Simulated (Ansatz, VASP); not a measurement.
# Al3GaN4 in VASP and in Ansatz

INCAR

```
SYSTEM = Al3GaN4
ALGO     = Normal         ! electronic algorithm
EDIFF    = 1E-6           ! SCF threshold, eV
ENCUT    = 520            ! plane-wave cutoff, eV
GGA      = PS             ! functional
ISIF     = 2              ! what is computed and relaxed
ISMEAR   = 0              ! smearing method
LASPH    = .TRUE.         ! aspherical terms in the spheres
LCHARG   = .TRUE.         ! write CHGCAR
LELF     = .TRUE.         ! ELF
LREAL    = .FALSE.        ! projectors in reciprocal space
LVHAR    = .TRUE.       
LWAVE    = .FALSE.        ! write WAVECAR
NBANDS   = 31             ! bands
NELM     = 60             ! most SCF steps
PREC     = Accurate       ! precision mode
SIGMA    = 0.05           ! smearing width, eV
```

KPOINTS

```
k-points
0
G
  6 8 4
  0 0 0
```

Contents of POSCAR:

```
Al3GaN4
1.0
    4.8416716524      0.0000000000      0.0001149907
    0.0000000000      3.0048709415      0.0000000000
   -0.0031068066      0.0000000000      5.4179919474
Al Ga N
3 1 4
Direct
    0.5002300423      0.5000000000      0.1673295664
    0.0009207036      0.5000000000      0.8348055932
    0.0010880650      0.0000000000      0.3316926342
    0.4994217138      0.0000000000      0.6662009016
    0.1111724737      0.0000000000      0.6663292503
    0.1224543238      0.5000000000      0.1671578647
    0.6251234799      0.5000000000      0.8401923551
    0.6231881979      0.0000000000      0.3262928345
```

Input for Ansatz:

```yaml
crystal:
  lattice:
    - [4.8416716524, 0.0, 0.0001149907]
    - [0.0, 3.0048709415, 0.0]
    - [-0.0031068066, 0.0, 5.4179919474]
  atoms:
    - { symbol: Al, position: [0.5002300423, 0.5, 0.1673295664] }
    - { symbol: Al, position: [0.0009207036, 0.5, 0.8348055932] }
    - { symbol: Al, position: [0.001088065, 0.0, 0.3316926342] }
    - { symbol: Ga, position: [0.4994217138, 0.0, 0.6662009016] }
    - { symbol: "N", position: [0.1111724737, 0.0, 0.6663292503] }
    - { symbol: "N", position: [0.1224543238, 0.5, 0.1671578647] }
    - { symbol: "N", position: [0.6251234799, 0.5, 0.8401923551] }
    - { symbol: "N", position: [0.6231881979, 0.0, 0.3262928345] }
basis:
  ecutwfc: 420
kpoints:
  mp_grid: { grid: [6, 8, 4] }
hamiltonian:
  xc: pbesol
scf:
  occupations: { method: gaussian, width: 0.05 }
output:
  forces: true
  stress: true
  eigenvalues: true
```

Change from the starting cell: strain -0.040 along x and y, +0.000 along z, atoms carried along.

Alike in both runs: task single point; functional PBEsol; k mesh 6 × 8 × 4; occupations gaussian, width 0.05 eV; no spin polarisation.

|  | VASP | Ansatz |
| --- | --- | --- |
| version | VASP 6.6.1 | Ansatz 0.2.0 |
| potentials or method | VASP PAW PBE potentials, release 64 (Al, Ga_d, N), cutoff 520 eV | scalar-relativistic, plane waves, PAW |
| valence electrons in the cell | 42 | 42 |

Ansatz gave:

| Property | Result |
| --- | --- |
| gap on the k mesh at the Fermi level (eV) | 4.03 |
| least direct gap on the mesh (eV) | 4.03 |
| pressure (GPa) | 19.3 |
| traceless stress, the component that is largest in VASP (GPa) | -11.17 |
| rms of the force components (eV/Å) | 0.359 |

Problem. What did VASP give for the same quantities?

Solution. gap on the k mesh at the Fermi level (eV): 4.05; least direct gap on the mesh (eV): 4.05; pressure (GPa): 19.3; traceless stress, the component that is largest in VASP (GPa): -11.29; rms of the force components (eV/Å): 0.362.

VASP's potentials were made for PBE, not for PBEsol. Atom by atom the forces differ by 0.010 eV/Å (rms over components). The functional is the same, so the differences come from potentials, cutoffs and numerics.
